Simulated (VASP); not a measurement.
# ZrH (I-4m2) in VASP: single point with PBEsol

Aim: the single point of ZrH with PBEsol.

Program: VASP 6.6.1. These are calculated values, not measurements. Logs are shortened: lines on timing, memory, paths and dates and some standing lists are left out, and cuts for length are marked.

## (1) The cell of the first run

It takes space group I-4m2 (No. 119, tetragonal). Conventional cell: a = 3.288 Å, b = 3.288 Å, c = 5.009 Å, α = 90.00°, β = 90.00°, γ = 90.00°. Within 2.7 Å of Zr (site symmetry -4m2) lie 4 H at 2.07 Å. Within 2.7 Å of H (site symmetry -4m2) lie 4 Zr at 2.07 Å.

## (2) Single point, PBEsol

INCAR reads:

```
PREC = Accurate
ENCUT = 520
EDIFF = 1E-7
ISMEAR = -1
SIGMA = 0.1
LREAL = False
LASPH = True
NELM = 100
ALGO = Normal
ISIF = 2
LWAVE = False
LCHARG = False
GGA = PS
NBANDS = 14
```

KPOINTS reads:

```
Automatic mesh
0
Gamma
  20 20 20
```

POSCAR reads:

```
ZrH
1.0
   -1.6439080000      1.6439080000      2.5043990000
    1.6439080000     -1.6439080000      2.5043990000
    1.6439080000      1.6439080000     -2.5043990000
Zr H
1 1
Direct
    0.0000000000      0.0000000000      0.0000000000
    0.7500000000      0.2500000000      0.5000000000
```

Potentials or basis: VASP PAW PBE potentials, release 64 (Zr_sv, H).

On the command line:

```bash
cat potpaw_PBE.64/Zr_sv/POTCAR potpaw_PBE.64/H/POTCAR > POTCAR
mpirun -np 1 vasp_std > vasp.out
```

OUTCAR:

```text
PREC = Accurate
   ENCUT = 520
   EDIFF = 1E-7
   ISMEAR = -1
   LREAL = False
   LASPH = True
   NELM = 100
   ISIF = 2
   GGA = PS

 ion  position               nearest neighbor table
   1  0.000  0.000  0.000-   2 2.07   2 2.07   2 2.07   2 2.07
   2  0.750  0.250  0.500-   1 2.07   1 2.07   1 2.07   1 2.07

  LATTYP: Found a body centered tetragonal cell.
 ALAT       =     3.2878160000
 C/A-ratio  =     1.5234423094

  Lattice vectors:

 A1 = (  -1.6439080000,   1.6439080000,   2.5043990000)
 A2 = (   1.6439080000,  -1.6439080000,   2.5043990000)
 A3 = (   1.6439080000,   1.6439080000,  -2.5043990000)

Analysis of symmetry for initial positions (statically):
=====================================================================
 Subroutine PRICEL returns:
 Original cell was already a primitive cell.

 Routine SETGRP: Setting up the symmetry group for a
 body centered tetragonal supercell.

 Subroutine GETGRP returns: Found  8 space group operations
 (whereof  8 operations were pure point group operations)
 out of a pool of 16 trial point group operations.

The static configuration has the point symmetry D_2d.

Analysis of symmetry for dynamics (positions and initial velocities):
=====================================================================
 Subroutine PRICEL returns:
 Original cell was already a primitive cell.

 Routine SETGRP: Setting up the symmetry group for a
 body centered tetragonal supercell.

 Subroutine GETGRP returns: Found  8 space group operations
 (whereof  8 operations were pure point group operations)
 out of a pool of 16 trial point group operations.

The dynamic configuration has the point symmetry D_2d.

 Subroutine INISYM returns: Found  8 space group operations
 (whereof  8 operations are pure point group operations),
 and found     1 'primitive' translations

----------------------------------------------------------------------------------------

                                     Primitive cell

  volume of cell :      27.0719

  direct lattice vectors                    reciprocal lattice vectors
    -1.643908000  1.643908000  2.504399000     0.000000000  0.304153274  0.199648698
     1.643908000 -1.643908000  2.504399000     0.304153274  0.000000000  0.199648698
     1.643908000  1.643908000 -2.504399000     0.304153274  0.304153274  0.000000000

  length of vectors
     3.417145209  3.417145209  3.417145209     0.363825256  0.363825256  0.430137685

  position of ions in fractional coordinates (direct lattice)
[... 89 lines left out ...]
   PSTRESS=    0.0 pullay stress
   NELECT =      13.0000    total number of electrons
   NUPDOWN=      -1.0000    fix difference up-down
   EMIN   =  10.00;   EMAX   =-10.00  energy-range for DOS
   EFERMI =   0.00;   METHOD = LEGACY
   ISMEAR =    -1;   SIGMA  =   0.10  broadening in eV -4-tet -1-fermi 0-gaus
   EFERMI_NEDOS =   21; number of points for ismear=-14 and -15
   IALGO  =     38    algorithm
   IMIX   =      4    mixing-type and parameters
     AMIX     =   0.40;   BMIX     =  1.00
     AMIX_MAG =   1.60;   BMIX_MAG =  1.00
  volume/ion in A,a.u.               =      13.54        91.35
  Fermi-wavevector in a.u.,A,eV,Ry     =   1.281985  2.422601 22.360995  1.643487
  Thomas-Fermi vector in A             =   2.414323
   LORBIT       =      0    0 simple, 1 ext, 2 COOP (PROOUT), +10 PAW based schemes
   GGA     = PS    functional components
   LHFCALC =     F    Hartree Fock is set to
   AEXX    =    0.0000 exact exchange contribution
   IVDW    =     0    specifies the selected vdW correction
   LEPSILON=     F    determine dielectric tensor
   LRPA    =     F    only Hartree local field effects (RPA)
 non-spin polarized calculation
  energy-cutoff  :      520.00
  volume of cell :       27.07
 maximum number of plane-waves:       745
 NGX is ok and might be reduce to    28
   NGX = 13   NGY = 13   NGZ = 13

 number of electron      12.9999999 magnetization

 Free energy of the ion-electron system (eV)
  ---------------------------------------------------
  ext. energy  EPLUGINS =         0.00000000
  ---------------------------------------------------
  free energy    TOTEN  =       -13.13368085 eV

  energy without entropy =      -13.08375051  energy(sigma->0) =      -13.10871568

 E-fermi :   7.5551     XC(G=0): -10.9885

 val. band max:        7.5499204074   @ k =  -0.2500   0.3500   0.1000
 cond. band min:       7.5586495047   @ k =  -0.2500   0.2500   0.2000
 fundamental gap:      0.0087290973
 Fermi energy:         7.5550790662

 k-point     1 :       0.0000    0.0000    0.0000
  band No.  band energies     occupation
      1     -41.2189      2.00000
      2     -18.9585      2.00000
      3     -18.9303      2.00000
      4     -18.9303      2.00000
      5      -0.2457      2.00000
      6       7.7282      0.30092
      7       8.3597      0.00064
      8       8.3597      0.00064
      9       9.8626      0.00000
     10      10.8900      0.00000
     11      11.6489      0.00000
     12      19.9497      0.00000
     13      21.4894      0.00000
     14      21.4894      0.00000
[... 377 lines left out ...]
      1     -41.1562      2.00000
      2     -19.4430      2.00000
      3     -19.0424      2.00000
      4     -18.9764      2.00000
      5       1.3431      2.00000
      6       6.5050      1.99994
      7       8.0507      0.01399
      8       8.6443      0.00004
      9      10.7639      0.00000
     10      11.1947      0.00000
     11      14.6271      0.00000
     12      17.1579      0.00000
     13      21.6963      0.00000
     14      22.1866      0.00000

 [... further k-points ...]

------------------------ aborting loop because EDIFF is reached ----------------------------------------

  FORCE on cell =-STRESS in cart. coord.  units (eV):
  Direction    XX          YY          ZZ          XY          YZ          ZX
  --------------------------------------------------------------------------------------
  -------------------------------------------------------------------------------------
  Total       -0.6968976     -0.6968976     -0.7697481      0.0000000      0.0000000      0.0000000
  in kB      -41.2440246    -41.2440246    -45.5554855      0.0000000      0.0000000      0.0000000
  external PRESSURE =     -42.6811782 kB  Pullay stress =       0.0000000 kB

 VOLUME and BASIS-vectors are now :
 -----------------------------------------------------------------------------
  energy-cutoff  :      520.00
  volume of cell :       27.07
      direct lattice vectors                 reciprocal lattice vectors
    -1.643908000  1.643908000  2.504399000     0.000000000  0.304153274  0.199648698
     1.643908000 -1.643908000  2.504399000     0.304153274  0.000000000  0.199648698
     1.643908000  1.643908000 -2.504399000     0.304153274  0.304153274  0.000000000

 POSITION                                       TOTAL-FORCE (eV/Angst)
 -----------------------------------------------------------------------------------
      0.00000      0.00000      0.00000         0.000000      0.000000      0.000000
     -0.00000      1.64391      1.25220        -0.000000     -0.000000     -0.000000
 -----------------------------------------------------------------------------------
    total drift:                               -0.000000      0.000000      0.000000

  FREE ENERGIE OF THE ION-ELECTRON SYSTEM (eV)
  ---------------------------------------------------
  free  energy   TOTEN  =       -13.1336808549 eV

  energy  without entropy=      -13.0837505148  energy(sigma->0) =      -13.10871568
```

OSZICAR:

```text
N       E                     dE             d eps       ncg     rms          rms(c)
DAV:   1     0.864681676114E+02    0.86468E+02   -0.68254E+03 17972   0.876E+02
DAV:   2    -0.109471940626E+02   -0.97415E+02   -0.93912E+02 22538   0.254E+02
DAV:   3    -0.141479758784E+02   -0.32008E+01   -0.31609E+01 26680   0.385E+01
DAV:   4    -0.141968329983E+02   -0.48857E-01   -0.48837E-01 20234   0.470E+00
DAV:   5    -0.141975887677E+02   -0.75577E-03   -0.75576E-03 25886   0.422E-01    0.129E+01
DAV:   6    -0.132946057276E+02    0.90298E+00   -0.64817E-01 18770   0.776E+00    0.473E+00
DAV:   7    -0.131315295612E+02    0.16308E+00   -0.34106E-01 21552   0.479E+00    0.775E-01
DAV:   8    -0.131337412511E+02   -0.22117E-02   -0.31460E-02 20556   0.161E+00    0.352E-01
DAV:   9    -0.131337534959E+02   -0.12245E-04   -0.16816E-03 21328   0.382E-01    0.503E-02
DAV:  10    -0.131336799451E+02    0.73551E-04   -0.91318E-05 19198   0.739E-02    0.259E-02
DAV:  11    -0.131336809448E+02   -0.99970E-06   -0.33947E-06 21178   0.162E-02    0.108E-02
DAV:  12    -0.131336808549E+02    0.89948E-07   -0.76177E-07 19562   0.789E-03
   1 F= -.13133681E+02 E0= -.13108716E+02  d E =-.499303E-01
```

stdout:

```text
POSCAR found type information on POSCAR ZrH
 POSCAR found :  2 types and       2 ions
 scaLAPACK will be used
 -----------------------------------------------------------------------------
|                                                                             |
|                                                                             |
|     You enforced a specific xc type in the INCAR file but a different       |
|     I HOPE YOU KNOW WHAT YOU ARE DOING!                                     |
|                                                                             |
 -----------------------------------------------------------------------------

 LDA part: xc-table for (Slater+PW92), standard interpolation
 POSCAR, INCAR and KPOINTS ok, starting setup
 FFT: planning ... GRIDC
 FFT: planning ... GRID_SOFT
 FFT: planning ... GRID
 WAVECAR not read
 entering main loop
```

Run time: 3.3 min. Hardware: 1 thread of Intel Xeon Platinum 8259CL at 2.50GHz (Skylake/Cascade Lake), shared host; peak memory 0.36 GiB.

Results:

| Item | Value |
| --- | --- |
| Free energy | -13.1337 eV |
| Pressure | -4.3 GPa |
| Band gap on the k mesh | zero (an odd number of electrons rules out a gap without spin polarisation) |

Stress tensor (GPa, compression positive):
```
-4.12  0.00  0.00
 0.00 -4.12  0.00
 0.00  0.00 -4.56
```

Caveat: the cell stands under tension; the PAW data sets were made with another functional, which shifts forces and pressure a little.
